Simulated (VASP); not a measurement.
# InP (P4_2/mnm) in VASP: further runs

The runs below take InP through single point, with PBE.

All numbers are computed with VASP 6.6.1; they aren't measurements. Logs are shortened: lines on timing, memory, paths and dates and some standing lists are left out, and cuts for length are marked.

**1. The cell of the first run**

Symmetry: P4_2/mnm, No. 136, tetragonal system. The conventional cell has a = 7.277 Å, b = 7.277 Å, c = 4.215 Å, α = 90.00°, β = 90.00°, γ = 90.00°. Within 3.4 Å of In (site symmetry m2m) lie 4 P at 2.56 to 2.61 Å. P (site symmetry m2m) has 4 In at 2.56 to 2.61 Å within 3.4 Å.

**2. Single point, PBE**

Input file INCAR:

```
PREC = Accurate
ENCUT = 520
EDIFF = 1E-6
ISMEAR = 0
SIGMA = 0.02
LREAL = F
LASPH = T
NELM = 60
ALGO = Normal
ISIF = 2
LWAVE = F
LCHARG = T
GGA = PE
LELF = T
LVHAR = T
NBANDS = 46
```

Input file KPOINTS:

```
Automatic mesh
0
Gamma
  6 6 8
```

Input file POSCAR:

```
InP
1.0
    7.2773307000      0.0000000000      0.0000000000
    0.0000000000      7.2773307000      0.0000000000
    0.0000000000      0.0000000000      4.2154268000
In P
4 4
Direct
    0.6781100000      0.6781100000      0.0000000000
    0.8218900000      0.1781100000      0.5000000000
    0.3218900000      0.3218900000      0.0000000000
    0.1781100000      0.8218900000      0.5000000000
    0.8194790000      0.8194790000      0.5000000000
    0.6805210000      0.3194790000      0.0000000000
    0.1805210000      0.1805210000      0.5000000000
    0.3194790000      0.6805210000      0.0000000000
```

Potentials or basis: VASP PAW PBE potentials, release 64 (In_d, P).

Launch:

```console
$ cat potpaw_PBE.64/In_d/POTCAR potpaw_PBE.64/P/POTCAR > POTCAR
$ mpirun -np 1 vasp_std > vasp.out
```

OUTCAR:

```text
PREC = Accurate
   ENCUT = 520
   EDIFF = 1E-6
   ISMEAR = 0
   LREAL = F
   LASPH = T
   NELM = 60
   ISIF = 2
   GGA = PE

 ion  position               nearest neighbor table
   1  0.678  0.678  0.000-   5 2.56   5 2.56   8 2.61   6 2.61   3 3.67
   2  0.822  0.178  0.500-   6 2.56   6 2.56   7 2.61   5 2.61   4 3.67
   3  0.322  0.322  0.000-   7 2.56   7 2.56   8 2.61   6 2.61   1 3.67
   4  0.178  0.822  0.500-   8 2.56   8 2.56   5 2.61   7 2.61   2 3.67
   5  0.819  0.819  0.500-   1 2.56   1 2.56   4 2.61   2 2.61
   6  0.681  0.319  0.000-   2 2.56   2 2.56   3 2.61   1 2.61
   7  0.181  0.181  0.500-   3 2.56   3 2.56   4 2.61   2 2.61
   8  0.319  0.681  0.000-   4 2.56   4 2.56   1 2.61   3 2.61

  LATTYP: Found a simple tetragonal cell.
 ALAT       =     7.2773307000
 C/A-ratio  =     0.5792545335

  Lattice vectors:

 A1 = (   7.2773307000,   0.0000000000,   0.0000000000)
 A2 = (   0.0000000000,   7.2773307000,   0.0000000000)
 A3 = (   0.0000000000,   0.0000000000,   4.2154268000)

Analysis of symmetry for initial positions (statically):
=====================================================================
 Subroutine PRICEL returns:
 Original cell was already a primitive cell.

 Routine SETGRP: Setting up the symmetry group for a
 simple tetragonal supercell.

 Subroutine GETGRP returns: Found 16 space group operations
 (whereof  8 operations were pure point group operations)
 out of a pool of 16 trial point group operations.

The static configuration has the point symmetry D_2h.
 The point group associated with its full space group is D_4h.

Analysis of symmetry for dynamics (positions and initial velocities):
=====================================================================
 Subroutine PRICEL returns:
 Original cell was already a primitive cell.

 Routine SETGRP: Setting up the symmetry group for a
 simple tetragonal supercell.

 Subroutine GETGRP returns: Found 16 space group operations
 (whereof  8 operations were pure point group operations)
 out of a pool of 16 trial point group operations.

The dynamic configuration has the point symmetry D_2h.
 The point group associated with its full space group is D_4h.

 Subroutine INISYM returns: Found 16 space group operations
 (whereof  8 operations are pure point group operations),
 and found     1 'primitive' translations

----------------------------------------------------------------------------------------

                                     Primitive cell

  volume of cell :     223.2471

  direct lattice vectors                    reciprocal lattice vectors
     7.277330700  0.000000000  0.000000000     0.137413022  0.000000000  0.000000000
     0.000000000  7.277330700  0.000000000     0.000000000  0.137413022  0.000000000
     0.000000000  0.000000000  4.215426800     0.000000000  0.000000000  0.237223903

  length of vectors
     7.277330700  7.277330700  4.215426800     0.137413022  0.137413022  0.237223903

  position of ions in fractional coordinates (direct lattice)
     0.678110000  0.678110000  0.000000000
     0.821890000  0.178110000  0.500000000
     0.321890000  0.321890000  0.000000000
     0.178110000  0.821890000  0.500000000
     0.819479000  0.819479000  0.500000000
     0.680521000  0.319479000  0.000000000
     0.180521000  0.180521000  0.500000000
     0.319479000  0.680521000  0.000000000

  ion indices of the primitive-cell ions
   primitive index   ion index
                 1           1
                 2           2
                 3           3
                 4           4
                 5           5
                 6           6
                 7           7
                 8           8

----------------------------------------------------------------------------------------

 KPOINTS: Automatic mesh

Automatic generation of k-mesh.
 Grid dimensions read from file:
 generate k-points for:    6    6    8

 Generating k-lattice:

  Cartesian coordinates                     Fractional coordinates (reciprocal lattice)
     0.022902170  0.000000000  0.000000000     0.166666667  0.000000000  0.000000000
     0.000000000  0.022902170  0.000000000     0.000000000  0.166666667  0.000000000
     0.000000000  0.000000000  0.029652988     0.000000000  0.000000000  0.125000000

  Length of vectors
     0.022902170  0.022902170  0.029652988

  Shift w.r.t. Gamma in fractional coordinates (k-lattice)
     0.000000000  0.000000000  0.000000000

 Subroutine IBZKPT returns following result:
 ===========================================

 Found     50 irreducible k-points:

 Following reciprocal coordinates:
            Coordinates               Weight
  0.000000  0.000000  0.000000      1.000000
  0.166667  0.000000  0.000000      4.000000
  0.333333  0.000000  0.000000      4.000000
  0.500000  0.000000  0.000000      2.000000
  0.166667  0.166667  0.000000      4.000000
  0.333333  0.166667  0.000000      8.000000
[... 16 lines left out ...]
  0.333333  0.000000  0.250000      8.000000
  0.500000  0.000000  0.250000      4.000000
 [... further k-points ...]
   k-points           NKPTS =     50   k-points in BZ     NKDIM =     50   number of bands    NBANDS=     46
   number of dos      NEDOS =    301   number of ions     NIONS =      8
   total plane-waves  NPLWV =  93312
   dimension x,y,z NGX =    54 NGY =   54 NGZ =   32
   dimension x,y,z NGXF=   108 NGYF=  108 NGZF=   64
   ions per type =               4   4
   NGX,Y,Z   is equivalent  to a cutoff of  12.34, 12.34, 12.62 a.u.
   NGXF,Y,Z  is equivalent  to a cutoff of  24.67, 24.67, 25.24 a.u.
 SYSTEM =  unknown system
   PREC   = accura    normal or accurate (medium, high low for compatibility)
   ISTART =      0    job   : 0-new  1-cont  2-samecut
   ICHARG =      2    charge: 1-file 2-atom 10-const
   ISPIN  =      1    spin polarized calculation?
   LNONCOLLINEAR =      F non collinear calculations
   LSORBIT =      F    spin-orbit coupling
   LASPH  =      T    aspherical Exc in radial PAW
   ENCUT  =  520.0 eV  38.22 Ry    6.18 a.u.  13.53 13.53  7.84*2*pi/ulx,y,z
   NELM   =     60;   NELMIN=  2; NELMDL= -5     # of ELM steps
   EDIFF  = 0.1E-05   stopping-criterion for ELM
   LREAL  =      F    real-space projection
   EDIFFG = 0.1E-04   stopping-criterion for IOM
   NSW    =      0    number of steps for IOM
   IBRION =     -1    ionic relax: 0-MD 1-quasi-New 2-CG
   NFREE  =      0    steps in history (QN), initial steepest desc. (CG)
   ISIF   =      2    stress and relaxation
   ISYM   =      2    0-nonsym 1-usesym 2-fastsym
   POTIM  = 0.5000    time-step for ionic-motion
   TEBEG  =    0.0;   TEEND  =   0.0 temperature during run
   PSTRESS=    0.0 pullay stress
   NELECT =      72.0000    total number of electrons
   NUPDOWN=      -1.0000    fix difference up-down
   EMIN   =  10.00;   EMAX   =-10.00  energy-range for DOS
   EFERMI =   0.00;   METHOD = LEGACY
   ISMEAR =     0;   SIGMA  =   0.02  broadening in eV -4-tet -1-fermi 0-gaus
   EFERMI_NEDOS =   21; number of points for ismear=-14 and -15
   IALGO  =     38    algorithm
   IMIX   =      4    mixing-type and parameters
     AMIX     =   0.40;   BMIX     =  1.00
     AMIX_MAG =   1.60;   BMIX_MAG =  1.00
  volume/ion in A,a.u.               =      27.91       188.32
  Fermi-wavevector in a.u.,A,eV,Ry     =   1.122683  2.121563 17.149010  1.260417
  Thomas-Fermi vector in A             =   2.259344
   LORBIT       =      0    0 simple, 1 ext, 2 COOP (PROOUT), +10 PAW based schemes
   GGA     = PE    functional components
   LHFCALC =     F    Hartree Fock is set to
   AEXX    =    0.0000 exact exchange contribution
   IVDW    =     0    specifies the selected vdW correction
   LEPSILON=     F    determine dielectric tensor
   LRPA    =     F    only Hartree local field effects (RPA)
 non-spin polarized calculation
 Gauss-broadening in eV      SIGMA  =   0.02
  energy-cutoff  :      520.00
  volume of cell :      223.25
 maximum number of plane-waves:      6048
   NGX = 27   NGY = 27   NGZ = 15

 number of electron      72.0000025 magnetization

 Free energy of the ion-electron system (eV)
  ---------------------------------------------------
  ext. energy  EPLUGINS =         0.00000000
  ---------------------------------------------------
  free energy    TOTEN  =       -33.16595417 eV

  energy without entropy =      -33.16595417  energy(sigma->0) =      -33.16595417

 E-fermi :   4.2627     XC(G=0):  -8.7450

 val. band max:        4.1301746907   @ k =   0.0000   0.0000   0.0000
 cond. band min:       4.7016289489   @ k =   0.0000   0.0000   0.0000
 fundamental gap:      0.5714542582
 Fermi energy:         4.2627376215

 k-point     1 :       0.0000    0.0000    0.0000
  band No.  band energies     occupation
      1     -10.0537      2.00000
      2     -10.0391      2.00000
      3     -10.0391      2.00000
      4      -9.9415      2.00000
      5      -9.9274      2.00000
      6      -9.9195      2.00000
[... 38 lines left out ...]
     45       8.8422      0.00000
     46       9.6381      0.00000

 k-point     2 :       0.1667    0.0000    0.0000
  band No.  band energies     occupation
      1     -10.0569      2.00000
      2     -10.0417      2.00000
      3     -10.0287      2.00000
      4      -9.9388      2.00000
      5      -9.9338      2.00000
      6      -9.9234      2.00000
[... 38 lines left out ...]
     45       9.0550      0.00000
     46       9.5864      0.00000

 k-point     3 :       0.3333    0.0000    0.0000
  band No.  band energies     occupation
      1     -10.0577      2.00000
      2     -10.0478      2.00000
      3     -10.0075      2.00000
      4      -9.9556      2.00000
      5      -9.9315      2.00000
      6      -9.9240      2.00000
[... 1018 lines left out ...]
     45       9.1895      0.00000
     46       9.5349      0.00000

 k-point    24 :       0.5000    0.0000    0.2500
  band No.  band energies     occupation
      1     -10.0681      2.00000
      2     -10.0681      2.00000
      3      -9.9910      2.00000
      4      -9.9910      2.00000
      5      -9.9131      2.00000
      6      -9.9131      2.00000
[... 38 lines left out ...]
     45       9.1081      0.00000
     46       9.1081      0.00000

 [... further k-points ...]

------------------------ aborting loop because EDIFF is reached ----------------------------------------

  FORCE on cell =-STRESS in cart. coord.  units (eV):
  Direction    XX          YY          ZZ          XY          YZ          ZX
  --------------------------------------------------------------------------------------
  -------------------------------------------------------------------------------------
  Total       -0.0581884     -0.0581884     -0.0472622     -0.0000000      0.0000000      0.0000000
  in kB       -0.4176004     -0.4176004     -0.3391870     -0.0000000      0.0000000      0.0000000
  external PRESSURE =      -0.3914626 kB  Pullay stress =       0.0000000 kB

 VOLUME and BASIS-vectors are now :
 -----------------------------------------------------------------------------
  energy-cutoff  :      520.00
  volume of cell :      223.25
      direct lattice vectors                 reciprocal lattice vectors
     7.277330700  0.000000000  0.000000000     0.137413022  0.000000000  0.000000000
     0.000000000  7.277330700  0.000000000     0.000000000  0.137413022  0.000000000
     0.000000000  0.000000000  4.215426800     0.000000000  0.000000000  0.237223903

 POSITION                                       TOTAL-FORCE (eV/Angst)
 -----------------------------------------------------------------------------------
      4.93483      4.93483      0.00000         0.000490      0.000490      0.000000
      5.98117      1.29617      2.10771        -0.000490      0.000490      0.000000
      2.34250      2.34250      0.00000        -0.000490     -0.000490     -0.000000
      1.29617      5.98117      2.10771         0.000490     -0.000490     -0.000000
      5.96362      5.96362      2.10771         0.001450      0.001450      0.000000
      4.95238      2.32495      0.00000        -0.001450      0.001450      0.000000
      1.31371      1.31371      2.10771        -0.001450     -0.001450     -0.000000
      2.32495      4.95238      0.00000         0.001450     -0.001450      0.000000
 -----------------------------------------------------------------------------------
    total drift:                                0.000000      0.000000      0.000000

  FREE ENERGIE OF THE ION-ELECTRON SYSTEM (eV)
  ---------------------------------------------------
  free  energy   TOTEN  =       -33.1659541709 eV

  energy  without entropy=      -33.1659541709  energy(sigma->0) =      -33.16595417
```

It took 18 min on 1 thread of Intel Xeon 8259CL, shared host; peak memory 0.53 GiB.

What came out:

| Item | Value |
| --- | --- |
| Free energy | -33.1660 eV |
| Pressure | 0.0 GPa |
| Band gap on the k mesh | 0.57 eV |

Forces in eV/Å, atoms in the order of the input:
```
In   0.000  0.000  0.000
In   0.000  0.000  0.000
In   0.000  0.000  0.000
In   0.000  0.000  0.000
P    0.001  0.001  0.000
P   -0.001  0.001  0.000
P   -0.001 -0.001  0.000
P    0.001 -0.001  0.000
```

Levels at points of the mesh, in eV from the valence-band top:
```
           k point  band 32  band 33  band 34  band 35  band 36  band 37  band 38  band 39  band 40  band 41
(0.00, 0.00, 0.00)    -0.91    -0.20    -0.06     0.00     0.00     0.57     1.68     1.81     1.81     3.56
(0.50, 0.00, 0.00)    -1.58    -0.75    -0.75    -0.50    -0.50     1.99     1.99     2.22     2.22     3.63
(0.50, 0.50, 0.00)    -1.26    -1.05    -1.05    -0.95    -0.95     2.03     2.03     2.60     2.60     3.19
(0.00, 0.00, 0.50)    -1.86    -1.67    -1.67    -1.63    -1.63     2.72     2.72     3.56     3.56     4.44
(0.50, 0.00, 0.50)    -2.21    -1.51    -1.51    -0.93    -0.93     2.18     2.18     2.76     2.76     3.75
(0.50, 0.50, 0.50)    -1.39    -1.29    -1.29    -1.28    -1.28     1.31     1.31     2.56     2.56     2.67
```

Caveat: semilocal functionals underestimate gaps, and a narrow one can read as zero; spin-orbit coupling is left out, which moves the levels of the heavy elements.

**3. Single point, PBE**

Input file INCAR:

```
SYSTEM = InP
ALGO = Normal
EDIFF = 1E-6
ENCUT = 520
GGA = PE
ISIF = 2
ISMEAR = 0
LASPH = .True.
LCHARG = .False.
LREAL = .False.
LWAVE = .False.
NBANDS = 46
NELM = 60
PREC = Accurate
SIGMA = 0.02
```

Input file KPOINTS:

```
k-points
0
Gamma
  6 6 8
  0 0 0
```

POSCAR is that of step 2.

Potentials or basis: VASP PAW PBE potentials, release 64 (In_d, P).

Launch:

```console
$ cat potpaw_PBE.64/In_d/POTCAR potpaw_PBE.64/P/POTCAR > POTCAR
$ mpirun -np 1 vasp_std > vasp.out
```

It took 11 min on 1 thread of AMD EPYC 7R43 (Zen 3), shared host; peak memory 0.48 GiB.

The run converged. Its results:

```yaml
Free_energy: -33.1660 eV
Pressure: 0.0 GPa
Band_gap_on_the_k_mesh: 0.57 eV
```

Forces in eV/Å, atoms in the order of the input:
```
In   0.000  0.000  0.000
In   0.000  0.000  0.000
In   0.000  0.000  0.000
In   0.000  0.000  0.000
P    0.001  0.001  0.000
P   -0.001  0.001  0.000
P   -0.001 -0.001  0.000
P    0.001 -0.001  0.000
```

Levels at points of the mesh, in eV from the valence-band top:
```csv
k point,band 33,band 34,band 35,band 36,band 37,band 38,band 39,band 40
"(0.00, 0.00, 0.00)",-0.20,-0.06,0.00,0.00,0.57,1.68,1.81,1.81
"(0.50, 0.00, 0.00)",-0.75,-0.75,-0.50,-0.50,1.99,1.99,2.22,2.22
"(0.50, 0.50, 0.00)",-1.05,-1.05,-0.95,-0.95,2.03,2.03,2.60,2.60
"(0.00, 0.00, 0.50)",-1.67,-1.67,-1.63,-1.63,2.72,2.72,3.56,3.56
"(0.50, 0.00, 0.50)",-1.51,-1.51,-0.93,-0.93,2.18,2.18,2.76,2.76
"(0.50, 0.50, 0.50)",-1.29,-1.29,-1.28,-1.28,1.31,1.31,2.56,2.56
```

Caveat: semilocal functionals underestimate gaps, and a narrow one can read as zero; spin-orbit coupling is left out, which moves the levels of the heavy elements.
